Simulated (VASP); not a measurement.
Input of a VASP 6.6.1 run:

File INCAR:

```
SYSTEM = Be18HCO
PREC     = Accurate       ! precision mode
ENCUT    = 520            ! plane-wave cutoff, eV
EDIFF    = 1E-6           ! SCF threshold, eV
ISMEAR   = 0              ! smearing method
SIGMA    = 0.15           ! smearing width, eV
LREAL    = Auto         
LASPH    = .True.         ! aspherical terms in the spheres
NELM     = 60             ! most SCF steps
ALGO     = Normal         ! electronic algorithm
ISIF     = 2              ! what is computed and relaxed
LWAVE    = .False.        ! write WAVECAR
LCHARG   = .True.         ! write CHGCAR
GGA      = PE             ! functional
IVDW     = 12             ! dispersion correction
LELF     = .True.         ! ELF
LVHAR    = .True.       
NBANDS   = 40             ! bands
```

The input KPOINTS:

```
Automatic mesh
0
Gamma
  5 4 1
  0 0 0
```

POSCAR

```
Be18HCO
1.0
    4.5800000000      0.0000000000      0.0000000000
    3.4350000000      5.9495950000      0.0000000000
    0.0000000000      0.0000000000     14.5884300000
Be C H O
18 1 1 1
Direct
    0.0000000000      0.0000000000      0.0685474722
    0.5000000000      0.0000000000      0.0685474722
    0.0000000420      0.3333332773      0.0685474722
    0.5000000420      0.3333332773      0.0685474722
   -0.0000000420      0.6666667227      0.0685474722
    0.4999999580      0.6666667227      0.0685474722
   -0.1713067850      0.2338396143      0.1906016617
    0.3421447241      0.2176958264      0.1972696171
   -0.1715783892      0.5574209673      0.1904158981
    0.3249539723      0.5500715595      0.1946590552
   -0.1645791268      0.8824580497      0.1910820424
    0.3316159322      0.8955851617      0.1907853004
   -0.0114664209      0.0129610503      0.3106671520
    0.5167708709     -0.0204813941      0.3195860692
    0.0261774374      0.3151380892      0.3289988025
    0.5275537632      0.3209364671      0.3113288407
    0.0053505340      0.6707439750      0.3214352058
    0.4525731266      0.6912762970      0.3102202910
    0.6721652434      0.6981887002      0.4024422779
    0.6166035546      0.7816074876      0.4692590635
    1.0051618721      0.5030386102      0.4020240012
```

Potentials or basis: VASP PAW PBE potentials, release 64 (Be, C, H, O).

The run is started by

```sh
$ cat potpaw_PBE.64/Be/POTCAR potpaw_PBE.64/C/POTCAR potpaw_PBE.64/H/POTCAR potpaw_PBE.64/O/POTCAR > POTCAR
$ mpirun -np 1 vasp_std > vasp.out
```

Q: Predict the band gap on the k mesh.

A: Zero (an odd number of electrons rules out a gap without spin polarisation).

Q: Predict the largest force.

A: 0.225 eV/Å.

Q: Predict the dispersion energy per atom.

A: -0.207 eV.

Forces in eV/Å, atoms in the order of the input:
```
Be   0.030 -0.061 -0.207
Be  -0.026  0.069 -0.017
Be   0.141 -0.130  0.051
Be  -0.058  0.060  0.071
Be   0.140  0.013  0.059
Be  -0.221  0.046  0.003
Be   0.001 -0.004  0.001
Be  -0.004  0.002  0.002
Be   0.004 -0.003  0.013
Be   0.000  0.005  0.001
Be   0.000  0.005  0.005
Be  -0.006  0.000  0.002
Be  -0.007  0.007  0.001
Be   0.003  0.013  0.004
Be  -0.002 -0.022 -0.012
Be   0.003  0.001  0.010
Be   0.042  0.024 -0.044
Be  -0.026 -0.013 -0.019
C   -0.088  0.125  0.040
H   -0.002  0.005  0.010
O    0.077 -0.145  0.025
```

Caveat: there is no dipole correction, which matters where the two faces differ; an odd number of electrons without spin polarisation forces a metal; a magnetic or distorted state may lie lower.
